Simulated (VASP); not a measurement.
Write the native input for VASP 6.6.1 that does the following.

```
Task                   : single point
Functional             : PBEsol
Potentials or basis    : VASP PAW PBE potentials, release 64 (Ga_d, Sb)
Cutoff                 : 500 eV
k mesh                 : 6 × 6 × 6
Occupations            : fermi-dirac, width 0.02 eV
Spin                   : no spin polarisation
Dipole correction      : no
Further INCAR settings : ALGO = Normal; EDIFF = 1e-06; NBANDS = 16
```

The structure of GaSb lies in POSCAR:

```
GaSb
1.0
   -1.5559010000      2.6750030000      2.8933130000
    1.5559010000     -2.6750030000      2.8933130000
    1.5559010000      2.6750030000     -2.8933130000
Ga Sb
1 1
Direct
    0.0000000000      0.0000000000      0.0000000000
    0.5000000000      0.5000000000      0.0000000000
```

One way to write it, as run:

INCAR

```
SYSTEM = GaSb
ALGO     = Normal         ! electronic algorithm
EDIFF    = 1E-6           ! SCF threshold, eV
ENCUT    = 500            ! plane-wave cutoff, eV
GGA      = PS             ! functional
GGA_COMPAT= .FALSE.      
ISIF     = 2              ! what is computed and relaxed
ISMEAR   = -1             ! smearing method
LASPH    = .TRUE.         ! aspherical terms in the spheres
LCHARG   = .TRUE.         ! write CHGCAR
LELF     = .TRUE.         ! ELF
LREAL    = .FALSE.        ! projectors in reciprocal space
LVHAR    = .TRUE.       
LWAVE    = .FALSE.        ! write WAVECAR
NBANDS   = 16             ! bands
NELM     = 120            ! most SCF steps
PREC     = Accurate       ! precision mode
SIGMA    = 0.02           ! smearing width, eV
```

KPOINTS

```
k-points
0
G
  6 6 6
  0 0 0
```

Potentials or basis: VASP PAW PBE potentials, release 64 (Ga_d, Sb).

Launch:

```sh
$ cat potpaw_PBE.64/Ga_d/POTCAR potpaw_PBE.64/Sb/POTCAR > POTCAR
$ mpirun -np 1 vasp_std > vasp.out
```

Results of the run:

```json
{
  "Pressure": "-3.0 GPa",
  "Band gap on the k mesh": "zero (bands 9 and 10 overlap by 4.40 eV)"
}
```

Caveat: the k points lie up to 0.38 Å⁻¹ apart, too coarse for converged energies and pressures of a metal; the PAW data sets were made with another functional, which shifts forces and pressure a little; spin-orbit coupling is left out, which moves the levels of the heavy elements.

Wall time 29 s on 1 thread of Intel(R) Xeon(R) Platinum 8375C CPU @ 2.90GHz (Ice Lake), with other jobs on the host, peak memory 0.19 GiB.
